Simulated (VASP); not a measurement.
# InP (F-43m) in VASP: single point with PBE

Aim: the single point of InP with PBE.

Everything below comes from runs of VASP 6.6.1. Logs are shortened: lines on timing, memory, paths and dates and some standing lists are left out, and cuts for length are marked.

## Step 1: The cell of the first run

Symmetry: F-43m, No. 216, cubic system. Conventional cell: a = 5.963 Å, b = 5.963 Å, c = 5.963 Å, α = 90.00°, β = 90.00°, γ = 90.00°. Within 3.4 Å of P (site symmetry -43m) lie 4 In at 2.58 Å. In (site symmetry -43m) has 4 P at 2.58 Å within 3.4 Å.

## Step 2: Single point, PBE

INCAR

```
SYSTEM = InP
PREC = Accurate
ENCUT = 500
EDIFF = 1E-6
ISMEAR = -1
SIGMA = 0.0218
LREAL = .FALSE.
LASPH = .TRUE.
NELM = 120
ALGO = Normal
ISIF = 2
LWAVE = .FALSE.
LCHARG = .FALSE.
GGA = PE
NBANDS = 16
GGA_COMPAT = .FALSE.
```

KPOINTS

```
Automatic mesh
0
G
  7 7 7
  0 0 0
```

POSCAR

```
InP
1.0
    0.0000000000      2.9815130000      2.9815130000
    2.9815130000      0.0000000000      2.9815130000
    2.9815130000      2.9815130000      0.0000000000
P In
1 1
Direct
    0.2500000000      0.2500000000      0.2500000000
    0.0000000000      0.0000000000      0.0000000000
```

Potentials or basis: VASP PAW PBE potentials, release 64 (P, In_d).

On the command line:

```
$ cat potpaw_PBE.64/P/POTCAR potpaw_PBE.64/In_d/POTCAR > POTCAR
$ mpirun -np 1 vasp_std > vasp.out
```

OUTCAR:

```text
SYSTEM = InP
   PREC = Accurate
   ENCUT = 500
   EDIFF = 1E-6
   ISMEAR = -1
   LREAL = .FALSE.
   LASPH = .TRUE.
   NELM = 120
   ISIF = 2
   GGA = PE

 ion  position               nearest neighbor table
   1  0.250  0.250  0.250-   2 2.58   2 2.58   2 2.58   2 2.58
   2  0.000  0.000  0.000-   1 2.58   1 2.58   1 2.58   1 2.58

  LATTYP: Found a face centered cubic cell.
 ALAT       =     5.9630260000

  Lattice vectors:

 A1 = (   0.0000000000,   2.9815130000,   2.9815130000)
 A2 = (   2.9815130000,   0.0000000000,   2.9815130000)
 A3 = (   2.9815130000,   2.9815130000,   0.0000000000)

Analysis of symmetry for initial positions (statically):
=====================================================================
 Subroutine PRICEL returns:
 Original cell was already a primitive cell.

 Routine SETGRP: Setting up the symmetry group for a
 face centered cubic supercell.

 Subroutine GETGRP returns: Found 24 space group operations
 (whereof 24 operations were pure point group operations)
 out of a pool of 48 trial point group operations.

The static configuration has the point symmetry T_d .

Analysis of symmetry for dynamics (positions and initial velocities):
=====================================================================
 Subroutine PRICEL returns:
 Original cell was already a primitive cell.

 Routine SETGRP: Setting up the symmetry group for a
 face centered cubic supercell.

 Subroutine GETGRP returns: Found 24 space group operations
 (whereof 24 operations were pure point group operations)
 out of a pool of 48 trial point group operations.

The dynamic configuration has the point symmetry T_d .

 Subroutine INISYM returns: Found 24 space group operations
 (whereof 24 operations are pure point group operations),
 and found     1 'primitive' translations

----------------------------------------------------------------------------------------

                                     Primitive cell

  volume of cell :      53.0078

  direct lattice vectors                    reciprocal lattice vectors
     0.000000000  2.981513000  2.981513000    -0.167700091  0.167700091  0.167700091
     2.981513000  0.000000000  2.981513000     0.167700091 -0.167700091  0.167700091
     2.981513000  2.981513000  0.000000000     0.167700091  0.167700091 -0.167700091

  length of vectors
     4.216496121  4.216496121  4.216496121     0.290465077  0.290465077  0.290465077

  position of ions in fractional coordinates (direct lattice)
     0.250000000  0.250000000  0.250000000
     0.000000000  0.000000000  0.000000000

  ion indices of the primitive-cell ions
   primitive index   ion index
                 1           1
                 2           2

----------------------------------------------------------------------------------------

 KPOINTS: Automatic mesh

Automatic generation of k-mesh.
 Grid dimensions read from file:
 generate k-points for:    7    7    7

 Generating k-lattice:

  Cartesian coordinates                     Fractional coordinates (reciprocal lattice)
    -0.023957156  0.023957156  0.023957156     0.142857143  0.000000000  0.000000000
     0.023957156 -0.023957156  0.023957156     0.000000000  0.142857143  0.000000000
     0.023957156  0.023957156 -0.023957156     0.000000000  0.000000000  0.142857143

  Length of vectors
     0.041495011  0.041495011  0.041495011

  Shift w.r.t. Gamma in fractional coordinates (k-lattice)
     0.000000000  0.000000000  0.000000000

 Subroutine IBZKPT returns following result:
 ===========================================

 Found     20 irreducible k-points:

 Following reciprocal coordinates:
            Coordinates               Weight
  0.000000  0.000000  0.000000      1.000000
  0.142857  0.000000  0.000000      8.000000
  0.285714  0.000000  0.000000      8.000000
  0.428571  0.000000  0.000000      8.000000
  0.142857  0.142857  0.000000      6.000000
  0.285714  0.142857  0.000000     24.000000
[... 12 lines left out ...]
 -0.428571  0.428571  0.142857     24.000000
 -0.285714  0.428571  0.142857     24.000000
   k-points           NKPTS =     20   k-points in BZ     NKDIM =     20   number of bands    NBANDS=     16
   number of dos      NEDOS =    301   number of ions     NIONS =      2
   total plane-waves  NPLWV =  32768
   dimension x,y,z NGX =    32 NGY =   32 NGZ =   32
   dimension x,y,z NGXF=    64 NGYF=   64 NGZF=   64
   ions per type =               1   1
   NGX,Y,Z   is equivalent  to a cutoff of  12.62, 12.62, 12.62 a.u.
   NGXF,Y,Z  is equivalent  to a cutoff of  25.23, 25.23, 25.23 a.u.
 SYSTEM =  InP
   PREC   = accura    normal or accurate (medium, high low for compatibility)
   ISTART =      0    job   : 0-new  1-cont  2-samecut
   ICHARG =      2    charge: 1-file 2-atom 10-const
   ISPIN  =      1    spin polarized calculation?
   LNONCOLLINEAR =      F non collinear calculations
   LSORBIT =      F    spin-orbit coupling
   LASPH  =      T    aspherical Exc in radial PAW
   ENCUT  =  500.0 eV  36.75 Ry    6.06 a.u.   7.69  7.69  7.69*2*pi/ulx,y,z
   NELM   =    120;   NELMIN=  2; NELMDL= -5     # of ELM steps
   EDIFF  = 0.1E-05   stopping-criterion for ELM
   LREAL  =      F    real-space projection
   EDIFFG = 0.1E-04   stopping-criterion for IOM
   NSW    =      0    number of steps for IOM
   IBRION =     -1    ionic relax: 0-MD 1-quasi-New 2-CG
   NFREE  =      0    steps in history (QN), initial steepest desc. (CG)
   ISIF   =      2    stress and relaxation
   ISYM   =      2    0-nonsym 1-usesym 2-fastsym
   POTIM  = 0.5000    time-step for ionic-motion
   TEBEG  =    0.0;   TEEND  =   0.0 temperature during run
   PSTRESS=    0.0 pullay stress
   NELECT =      18.0000    total number of electrons
   NUPDOWN=      -1.0000    fix difference up-down
   EMIN   =  10.00;   EMAX   =-10.00  energy-range for DOS
   EFERMI =   0.00;   METHOD = LEGACY
   ISMEAR =    -1;   SIGMA  =   0.02  broadening in eV -4-tet -1-fermi 0-gaus
   EFERMI_NEDOS =   21; number of points for ismear=-14 and -15
   IALGO  =     38    algorithm
   IMIX   =      4    mixing-type and parameters
     AMIX     =   0.40;   BMIX     =  1.00
     AMIX_MAG =   1.60;   BMIX_MAG =  1.00
  volume/ion in A,a.u.               =      26.50       178.86
  Fermi-wavevector in a.u.,A,eV,Ry     =   1.142139  2.158330 17.748548  1.304481
  Thomas-Fermi vector in A             =   2.278838
   LORBIT       =      0    0 simple, 1 ext, 2 COOP (PROOUT), +10 PAW based schemes
   GGA     = PE    functional components
   LHFCALC =     F    Hartree Fock is set to
   AEXX    =    0.0000 exact exchange contribution
   IVDW    =     0    specifies the selected vdW correction
   LEPSILON=     F    determine dielectric tensor
   LRPA    =     F    only Hartree local field effects (RPA)
 non-spin polarized calculation
  energy-cutoff  :      500.00
  volume of cell :       53.01
 maximum number of plane-waves:      1363
   NGX = 15   NGY = 15   NGZ = 15

 number of electron      18.0000004 magnetization

 Free energy of the ion-electron system (eV)
  ---------------------------------------------------
  ext. energy  EPLUGINS =         0.00000000
  ---------------------------------------------------
  free energy    TOTEN  =        -8.40320187 eV

  energy without entropy =       -8.40320161  energy(sigma->0) =       -8.40320174

 E-fermi :   4.8670     XC(G=0):  -9.0545

 val. band max:        4.6408301581   @ k =   0.0000   0.0000   0.0000
 cond. band min:       5.0692126212   @ k =   0.0000   0.0000   0.0000
 fundamental gap:      0.4283824631
 Fermi energy:         4.8669999565

 k-point     1 :       0.0000    0.0000    0.0000
  band No.  band energies     occupation
      1      -9.4549      2.00000
      2      -9.4549      2.00000
      3      -9.4549      2.00000
      4      -9.3272      2.00000
      5      -9.3272      2.00000
      6      -6.5348      2.00000
[... 8 lines left out ...]
     15      14.0054      0.00000
     16      14.0054      0.00000

 k-point     2 :       0.1429    0.0000    0.0000
  band No.  band energies     occupation
      1      -9.4740      2.00000
      2      -9.4469      2.00000
      3      -9.4469      2.00000
      4      -9.3270      2.00000
      5      -9.3270      2.00000
      6      -6.3217      2.00000
[... 8 lines left out ...]
     15      13.3098      0.00000
     16      13.8747      0.00000

 k-point     3 :       0.2857    0.0000    0.0000
  band No.  band energies     occupation
      1      -9.5152      2.00000
      2      -9.4318      2.00000
      3      -9.4318      2.00000
      4      -9.3236      2.00000
      5      -9.3236      2.00000
      6      -5.7453      2.00000
[... 8 lines left out ...]
     15      13.3248      0.00000
     16      13.5282      0.00000

 k-point     4 :       0.4286    0.0000    0.0000
  band No.  band energies     occupation
      1      -9.5466      2.00000
      2      -9.4232      2.00000
      3      -9.4232      2.00000
      4      -9.3171      2.00000
      5      -9.3171      2.00000
      6      -5.0977      2.00000
[... 8 lines left out ...]
     15      14.6470      0.00000
     16      14.6470      0.00000
[... 248 lines left out ...]
 k-point    18 :      -0.4286    0.2857    0.1429
  band No.  band energies     occupation
      1      -9.5652      2.00000
      2      -9.4122      2.00000
      3      -9.3933      2.00000
      4      -9.3362      2.00000
      5      -9.3150      2.00000
      6      -4.7156      2.00000
[... 8 lines left out ...]
     15      14.9863      0.00000
     16      16.1856      0.00000

 k-point    19 :      -0.4286    0.4286    0.1429
  band No.  band energies     occupation
      1      -9.5875      2.00000
      2      -9.3931      2.00000
      3      -9.3767      2.00000
      4      -9.3522      2.00000
      5      -9.3069      2.00000
      6      -4.4910      2.00000
[... 8 lines left out ...]
     15      15.6965      0.00000
     16      16.2892      0.00000

 k-point    20 :      -0.2857    0.4286    0.1429
  band No.  band energies     occupation
      1      -9.5787      2.00000
      2      -9.4045      2.00000
      3      -9.3776      2.00000
      4      -9.3432      2.00000
      5      -9.3144      2.00000
      6      -4.3818      2.00000
[... 8 lines left out ...]
     15      15.0285      0.00000
     16      16.8422      0.00000

------------------------ aborting loop because EDIFF is reached ----------------------------------------

  FORCE on cell =-STRESS in cart. coord.  units (eV):
  Direction    XX          YY          ZZ          XY          YZ          ZX
  --------------------------------------------------------------------------------------
  -------------------------------------------------------------------------------------
  Total       -0.0559725     -0.0559725     -0.0559725     -0.0000000     -0.0000000      0.0000000
  in kB       -1.6917865     -1.6917865     -1.6917865     -0.0000000     -0.0000000      0.0000000
  external PRESSURE =      -1.6917865 kB  Pullay stress =       0.0000000 kB

 VOLUME and BASIS-vectors are now :
 -----------------------------------------------------------------------------
  energy-cutoff  :      500.00
  volume of cell :       53.01
      direct lattice vectors                 reciprocal lattice vectors
     0.000000000  2.981513000  2.981513000    -0.167700091  0.167700091  0.167700091
     2.981513000  0.000000000  2.981513000     0.167700091 -0.167700091  0.167700091
     2.981513000  2.981513000  0.000000000     0.167700091  0.167700091 -0.167700091

 POSITION                                       TOTAL-FORCE (eV/Angst)
 -----------------------------------------------------------------------------------
      1.49076      1.49076      1.49076         0.000000     -0.000000      0.000000
      0.00000      0.00000      0.00000        -0.000000      0.000000     -0.000000
 -----------------------------------------------------------------------------------
    total drift:                               -0.000000     -0.000000     -0.000000

  FREE ENERGIE OF THE ION-ELECTRON SYSTEM (eV)
  ---------------------------------------------------
  free  energy   TOTEN  =        -8.4032018722 eV

  energy  without entropy=       -8.4032016144  energy(sigma->0) =       -8.40320174
```

It took 12 s on 1 thread of AMD EPYC 7R13 (Zen 3), shared host; peak memory 0.15 GiB.

Results:

| Property | Result |
| --- | --- |
| Free energy | -8.4032 eV |
| Pressure | -0.2 GPa |
| Band gap on the k mesh | 0.43 eV |

Levels at points of the mesh, in eV from the valence-band top:
| k point | band 6 | band 7 | band 8 | band 9 | band 10 | band 11 | band 12 | band 13 |
| --- | --- | --- | --- | --- | --- | --- | --- | --- |
| (0.00, 0.00, 0.00) | -11.18 | 0.00 | 0.00 | 0.00 | 0.43 | 4.09 | 4.09 | 4.09 |

Caveat: spin-orbit coupling is left out, which moves the levels of the heavy elements.
